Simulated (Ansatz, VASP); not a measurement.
# One calculation of ZrN, two programs

INCAR

```
ALGO = Normal ; EDIFF = 1E-6
ENCUT = 600 ; GGA = PE
GGA_COMPAT = False ; ISIF = 2
ISMEAR = 0 ; IVDW = 12
LASPH = True ; LCHARG = False
LREAL = False ; LWAVE = False
NBANDS = 16 ; NELM = 120
PREC = Accurate ; SIGMA = 0.05
```

The input KPOINTS:

```
k-points
0
Gamma
  8 8 8
```

The input POSCAR:

```
ZrN
1.0
    0.0000000000      2.2493293209      2.2493293209
    2.2493293209      0.0000000000      2.2493293209
    2.2493293209      2.2493293209      0.0000000000
Zr N
1 1
Direct
    0.5000000000      0.5000000000      0.5000000000
    0.0000000000      0.0000000000      0.0000000000
```

Input for Ansatz:

```yaml
crystal:
  lattice:
    - [0.0, 2.2493293209, 2.2493293209]
    - [2.2493293209, 0.0, 2.2493293209]
    - [2.2493293209, 2.2493293209, 0.0]
  atoms:
    - { symbol: Zr, position: [0.5, 0.5, 0.5] }
    - { symbol: "N", position: [0.0, 0.0, 0.0] }
basis:
  ecutwfc: 420
  ecutrho_ratio: 4
kpoints:
  mp_grid: { grid: [8, 8, 8] }
hamiltonian:
  xc: pbe
  dispersion: d3bj
scf:
  occupations: { method: gaussian, width: 0.05 }
output:
  forces: true
  stress: true
  eigenvalues: true
```

Alike in both runs: task single point; functional PBE; dispersion D3(BJ); k mesh 8 × 8 × 8; occupations gaussian, width 0.05 eV; no spin polarisation.

|  | VASP | Ansatz |
| --- | --- | --- |
| version | VASP 6.6.1 | Ansatz 0.2.0 |
| potentials or method | VASP PAW PBE potentials, release 64 (Zr_sv, N), cutoff 600 eV | scalar-relativistic, plane waves, PAW |
| valence electrons in the cell | 17 | 17 |

VASP gave:

* gap on the k mesh at the Fermi level (eV): none
* pressure (GPa): 11.9

**Question.** What did Ansatz give for the same quantities?

**Answer.** gap on the k mesh at the Fermi level (eV): none; pressure (GPa): 11.7.

A gap of «none» marks a metal or a gap that the smearing closes.
